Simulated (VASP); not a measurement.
A run of VASP 6.6.1:

The input INCAR:

```
  PREC = Accurate
  ENCUT = 520
  EDIFF = 1E-7
  ISMEAR = 0
  SIGMA = 0.03
  LREAL = F
  LASPH = T
  NELM = 100
  ALGO = Normal
  ISIF = 2
  LWAVE = F
  LCHARG = T
  GGA = PE
  LELF = T
  LVHAR = T
  NBANDS = 17
```

The input KPOINTS:

```
regular mesh
0
Gamma
  10 10 10
```

The input POSCAR:

```
SnTe
1.0
   -1.1417298692      3.1397571404      3.1397571404
    3.1397571404     -1.1417298692      3.1397571404
    3.1397571404      3.1397571404     -1.1417298692
Sn Te
1 1
Direct
    0.0000000000      0.0000000000      0.0000000000
    0.7500000000      0.7500000000      0.7500000000
```

Potentials or basis: VASP PAW PBE potentials, release 64 (Sn_d, Te).

Run with:

```sh
$ cat potpaw_PBE.64/Sn_d/POTCAR potpaw_PBE.64/Te/POTCAR > POTCAR
$ mpirun -np 1 vasp_std > vasp.out
```

Hardware: 1 thread of Intel(R) Xeon(R) 6975P-C (Granite Rapids) (shared host).

Task: Estimate the wall time of this run.

Result: Run time: 58 s on 1 thread of Intel(R) Xeon(R) 6975P-C (Granite Rapids) (shared host), peak memory 0.34 GiB. Counts: scf iterations 16, k points 116.
